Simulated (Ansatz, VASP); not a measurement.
**One calculation of TiC, two programs**

```xyz
2
Lattice="0.0000 2.1315 2.0991 2.1315 0.0000 2.0991 2.1315 2.1315 0.0000" Properties=species:S:1:pos:R:3 pbc="T T T"
Ti    0.0000    0.0000    0.0000
C     2.1315    2.1315    2.0991
```

Change from the starting cell: strain -0.015 along x and y, -0.030 along z, atoms carried along.

Alike in both runs: task single point; functional PBE; k mesh 18 × 18 × 18; occupations gaussian, width 0.15 eV; no spin polarisation.

|  | VASP | Ansatz |
| --- | --- | --- |
| version | VASP 6.6.1 | Ansatz 0.2.0 |
| potentials or method | VASP PAW PBE potentials, release 64 (Ti_sv, C), cutoff 520 eV | scalar-relativistic, plane waves, PAW |
| valence electrons in the cell | 16 | 16 |

Ansatz gave:

- gap on the k mesh at the Fermi level (eV): none
- pressure (GPa): 18.4
- traceless stress, the component that is largest in VASP (GPa): 5.38

**Question.** Estimate VASP's values.

**Answer.** gap on the k mesh at the Fermi level (eV): none; pressure (GPa): 18.6; traceless stress, the component that is largest in VASP (GPa): 5.40.

A gap of «none» marks a metal or a gap that the smearing closes.
